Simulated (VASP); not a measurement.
# YSe4F2 (P4/mmm) in VASP: notebook

YSe4F2 is run at these levels: PBE; tasks: single point, relaxation of cell and atoms.

All numbers are computed with VASP 6.6.1; they aren't measurements. Logs are shortened: lines on timing, memory, paths and dates and some standing lists are left out, and cuts for length are marked.

### Step 1. The cell of the first run

It takes space group P4/mmm (No. 123, tetragonal). The conventional cell has a = 6.488 Å, b = 6.488 Å, c = 3.572 Å, α = 90.00°, β = 90.00°, γ = 90.00°. Y (site symmetry 4/mmm) has 4 Se at 2.89 Å and 2 Y at 3.57 Å and 8 F at 3.70 Å within 3.8 Å. Within 3.2 Å of Se (site symmetry m2m) lie 2 Se at 2.40 Å and 1 Y at 2.89 Å and 4 F at 2.97 Å. F (site symmetry mmm) has 8 Se at 2.97 Å and 2 F at 3.57 Å and 4 Y at 3.70 Å within 3.9 Å.

The cell was built from a structure type or drawn by symmetry, and may not be a known phase.

### Step 2. Single point, PBE

Contents of INCAR:

```
PREC = Accurate
ENCUT = 520
EDIFF = 1E-7
ISMEAR = 0
SIGMA = 0.1
LREAL = F
LASPH = T
NELM = 60
ALGO = Normal
ISIF = 2
LWAVE = F
LCHARG = F
GGA = PE
NBANDS = 34
```

Contents of KPOINTS:

```
regular mesh
0
Gamma
  4 4 6
```

Contents of POSCAR:

```
YSe4F2
1.0
    6.4883433264      0.0000000000      0.0000000000
    0.0000000000      6.4883433264      0.0000000000
    0.0000000000      0.0000000000      3.5719163180
Y Se F
1 4 2
Direct
    0.0000000000      0.0000000000      0.0000000000
    0.3148610817      0.3148610817      0.0000000000
    0.6851389183      0.6851389183      0.0000000000
    0.3148610817      0.6851389183      0.0000000000
    0.6851389183      0.3148610817      0.0000000000
    0.0000000000      0.5000000000      0.5000000000
    0.5000000000      0.0000000000      0.5000000000
```

Potentials or basis: VASP PAW PBE potentials, release 64 (Y_sv, Se, F).

The run is started by

```console
$ cat potpaw_PBE.64/Y_sv/POTCAR potpaw_PBE.64/Se/POTCAR potpaw_PBE.64/F/POTCAR > POTCAR
$ mpirun -np 1 vasp_std > vasp.out
```

OUTCAR:

```text
PREC = Accurate
   ENCUT = 520
   EDIFF = 1E-7
   ISMEAR = 0
   LREAL = F
   LASPH = T
   NELM = 60
   ISIF = 2
   GGA = PE

 ion  position               nearest neighbor table
   1  0.000  0.000  0.000-   2 2.89   3 2.89   4 2.89   5 2.89
   2  0.315  0.315  0.000-   4 2.40   5 2.40   1 2.89
   3  0.685  0.685  0.000-   4 2.40   5 2.40   1 2.89
   4  0.315  0.685  0.000-   2 2.40   3 2.40   1 2.89
   5  0.685  0.315  0.000-   2 2.40   3 2.40   1 2.89
   6  0.000  0.500  0.500-
   7  0.500  0.000  0.500-

  LATTYP: Found a simple tetragonal cell.
 ALAT       =     6.4883433264
 C/A-ratio  =     0.5505128410

  Lattice vectors:

 A1 = (   6.4883433264,   0.0000000000,   0.0000000000)
 A2 = (   0.0000000000,   6.4883433264,   0.0000000000)
 A3 = (   0.0000000000,   0.0000000000,   3.5719163180)

Analysis of symmetry for initial positions (statically):
=====================================================================
 Subroutine PRICEL returns:
 Original cell was already a primitive cell.

 Routine SETGRP: Setting up the symmetry group for a
 simple tetragonal supercell.

 Subroutine GETGRP returns: Found 16 space group operations
 (whereof 16 operations were pure point group operations)
 out of a pool of 16 trial point group operations.

The static configuration has the point symmetry D_4h.

Analysis of symmetry for dynamics (positions and initial velocities):
=====================================================================
 Subroutine PRICEL returns:
 Original cell was already a primitive cell.

 Routine SETGRP: Setting up the symmetry group for a
 simple tetragonal supercell.

 Subroutine GETGRP returns: Found 16 space group operations
 (whereof 16 operations were pure point group operations)
 out of a pool of 16 trial point group operations.

The dynamic configuration has the point symmetry D_4h.

 Subroutine INISYM returns: Found 16 space group operations
 (whereof 16 operations are pure point group operations),
 and found     1 'primitive' translations

----------------------------------------------------------------------------------------

                                     Primitive cell

  volume of cell :     150.3727

  direct lattice vectors                    reciprocal lattice vectors
[... 97 lines left out ...]
   LREAL  =      F    real-space projection
   EDIFFG = 0.1E-05   stopping-criterion for IOM
   NSW    =      0    number of steps for IOM
   IBRION =     -1    ionic relax: 0-MD 1-quasi-New 2-CG
   NFREE  =      0    steps in history (QN), initial steepest desc. (CG)
   ISIF   =      2    stress and relaxation
   ISYM   =      2    0-nonsym 1-usesym 2-fastsym
   POTIM  = 0.5000    time-step for ionic-motion
   TEBEG  =    0.0;   TEEND  =   0.0 temperature during run
   PSTRESS=    0.0 pullay stress
   NELECT =      49.0000    total number of electrons
   NUPDOWN=      -1.0000    fix difference up-down
   EMIN   =  10.00;   EMAX   =-10.00  energy-range for DOS
   EFERMI =   0.00;   METHOD = LEGACY
   ISMEAR =     0;   SIGMA  =   0.10  broadening in eV -4-tet -1-fermi 0-gaus
   EFERMI_NEDOS =   21; number of points for ismear=-14 and -15
   IALGO  =     38    algorithm
   IMIX   =      4    mixing-type and parameters
     AMIX     =   0.40;   BMIX     =  1.00
     AMIX_MAG =   1.60;   BMIX_MAG =  1.00
  volume/ion in A,a.u.               =      21.48       144.97
  Fermi-wavevector in a.u.,A,eV,Ry     =   1.126550  2.128871 17.267363  1.269115
  Thomas-Fermi vector in A             =   2.263232
   LORBIT       =      0    0 simple, 1 ext, 2 COOP (PROOUT), +10 PAW based schemes
   GGA     = PE    functional components
   LHFCALC =     F    Hartree Fock is set to
   AEXX    =    0.0000 exact exchange contribution
   IVDW    =     0    specifies the selected vdW correction
   LEPSILON=     F    determine dielectric tensor
   LRPA    =     F    only Hartree local field effects (RPA)
 non-spin polarized calculation
 Gauss-broadening in eV      SIGMA  =   0.10
  energy-cutoff  :      520.00
  volume of cell :      150.37
 maximum number of plane-waves:      4100
   NGX = 25   NGY = 25   NGZ = 13

 number of electron      48.9999992 magnetization

 Free energy of the ion-electron system (eV)
  ---------------------------------------------------
  ext. energy  EPLUGINS =         0.00000000
  ---------------------------------------------------
  free energy    TOTEN  =       -26.83128771 eV

  energy without entropy =      -26.80171221  energy(sigma->0) =      -26.81649996

 E-fermi :   3.1411     XC(G=0):  -9.4458

 val. band max:        3.1392828908   @ k =   0.5000   0.5000   0.1667
 cond. band min:       3.1747620243   @ k =   0.5000   0.0000   0.1667
 fundamental gap:      0.0354791335
 Fermi energy:         3.1410572552

 k-point     1 :       0.0000    0.0000    0.0000
  band No.  band energies     occupation
      1     -40.7033      2.00000
      2     -20.7401      2.00000
      3     -20.7401      2.00000
      4     -20.4075      2.00000
      5     -17.8700      2.00000
      6     -17.8333      2.00000
[... 877 lines left out ...]
     33       7.4057      0.00000
     34       8.3327      0.00000

------------------------ aborting loop because EDIFF is reached ----------------------------------------

  FORCE on cell =-STRESS in cart. coord.  units (eV):
  Direction    XX          YY          ZZ          XY          YZ          ZX
  --------------------------------------------------------------------------------------
  -------------------------------------------------------------------------------------
  Total        0.0973281      0.0973281     -0.0764857      0.0000000      0.0000000      0.0000000
  in kB        1.0370028      1.0370028     -0.8149325      0.0000000      0.0000000      0.0000000
  external PRESSURE =       0.4196911 kB  Pullay stress =       0.0000000 kB

 VOLUME and BASIS-vectors are now :
 -----------------------------------------------------------------------------
  energy-cutoff  :      520.00
  volume of cell :      150.37
      direct lattice vectors                 reciprocal lattice vectors
     6.488343326  0.000000000  0.000000000     0.154122547  0.000000000  0.000000000
     0.000000000  6.488343326  0.000000000     0.000000000  0.154122547  0.000000000
     0.000000000  0.000000000  3.571916318     0.000000000  0.000000000  0.279961766

 POSITION                                       TOTAL-FORCE (eV/Angst)
 -----------------------------------------------------------------------------------
      0.00000      0.00000      0.00000         0.000000      0.000000      0.000000
      2.04293      2.04293      0.00000        -0.035772     -0.035772      0.000000
      4.44542      4.44542      0.00000         0.035772      0.035772     -0.000000
      2.04293      4.44542      0.00000        -0.035772      0.035772      0.000000
      4.44542      2.04293      0.00000         0.035772     -0.035772     -0.000000
      0.00000      3.24417      1.78596         0.000000      0.000000      0.000000
      3.24417      0.00000      1.78596         0.000000      0.000000      0.000000
 -----------------------------------------------------------------------------------
    total drift:                                0.000000      0.000000     -0.000000

  FREE ENERGIE OF THE ION-ELECTRON SYSTEM (eV)
  ---------------------------------------------------
  free  energy   TOTEN  =       -26.8312877146 eV

  energy  without entropy=      -26.8017122087  energy(sigma->0) =      -26.81649996
```

OSZICAR:

```text
N       E                     dE             d eps       ncg     rms          rms(c)
DAV:   1     0.287971999527E+03    0.28797E+03   -0.22949E+04  1632   0.130E+03
DAV:   2    -0.102240605699E+02   -0.29820E+03   -0.28391E+03  2106   0.267E+02
DAV:   3    -0.312114324576E+02   -0.20987E+02   -0.20512E+02  2000   0.689E+01
DAV:   4    -0.319034009609E+02   -0.69197E+00   -0.68644E+00  2484   0.988E+00
DAV:   5    -0.319087307142E+02   -0.53298E-02   -0.53241E-02  1994   0.905E-01    0.185E+01
DAV:   6    -0.271259346895E+02    0.47828E+01   -0.18689E+01  1752   0.243E+01    0.147E+01
DAV:   7    -0.269472768868E+02    0.17866E+00   -0.21682E+00  1860   0.745E+00    0.936E+00
DAV:   8    -0.268738681054E+02    0.73409E-01   -0.74983E-01  1804   0.442E+00    0.119E+00
DAV:   9    -0.268357924274E+02    0.38076E-01   -0.16161E-01  1834   0.164E+00    0.666E-01
DAV:  10    -0.268309081879E+02    0.48842E-02   -0.15737E-02  1808   0.572E-01    0.261E-01
DAV:  11    -0.268312079464E+02   -0.29976E-03   -0.31839E-03  1846   0.288E-01    0.149E-01
DAV:  12    -0.268313899912E+02   -0.18204E-03   -0.12027E-03  1930   0.214E-01    0.106E-01
DAV:  13    -0.268312970116E+02    0.92980E-04   -0.66327E-04  1910   0.150E-01    0.338E-02
DAV:  14    -0.268312863379E+02    0.10674E-04   -0.71971E-05  1886   0.510E-02    0.107E-02
DAV:  15    -0.268312882703E+02   -0.19324E-05   -0.14702E-05  1798   0.194E-02    0.879E-03
DAV:  16    -0.268312883838E+02   -0.11349E-06   -0.90150E-06  1980   0.181E-02    0.699E-03
DAV:  17    -0.268312876698E+02    0.71402E-06   -0.29671E-06  1904   0.105E-02    0.124E-03
DAV:  18    -0.268312877146E+02   -0.44822E-07   -0.22390E-07  1266   0.231E-03
   1 F= -.26831288E+02 E0= -.26816500E+02  d E =-.295755E-01
```

stdout:

```text
POSCAR found type information on POSCAR Y SeF
 POSCAR found :  3 types and       7 ions
 scaLAPACK will be used
 LDA part: xc-table for (Slater+PW92), standard interpolation
 POSCAR, INCAR and KPOINTS ok, starting setup
 FFT: planning ... GRIDC
 FFT: planning ... GRID_SOFT
 FFT: planning ... GRID
 WAVECAR not read
 entering main loop
```

It took 70 s on 1 thread of Intel Xeon 6975P-C (Granite Rapids), shared host; peak memory 0.32 GiB.

Results:

```yaml
Free_energy: -26.8313 eV
Pressure: 0.0 GPa
Largest_force: 0.051 eV/Å
Band_gap_on_the_k_mesh: zero (an odd number of electrons rules out a gap without spin polarisation)
```

Forces in eV/Å, atoms in the order of the input:
```
Y    0.000  0.000  0.000
Se  -0.036 -0.036  0.000
Se   0.036  0.036  0.000
Se  -0.036  0.036  0.000
Se   0.036 -0.036  0.000
F    0.000  0.000  0.000
F    0.000  0.000  0.000
```

Stress tensor (GPa, compression positive):
```
 0.10  0.00  0.00
 0.00  0.10  0.00
 0.00  0.00 -0.08
```

Caveat: an odd number of electrons without spin polarisation forces a metal; a magnetic or distorted state may lie lower.

(Continued in part 2 of 2.)
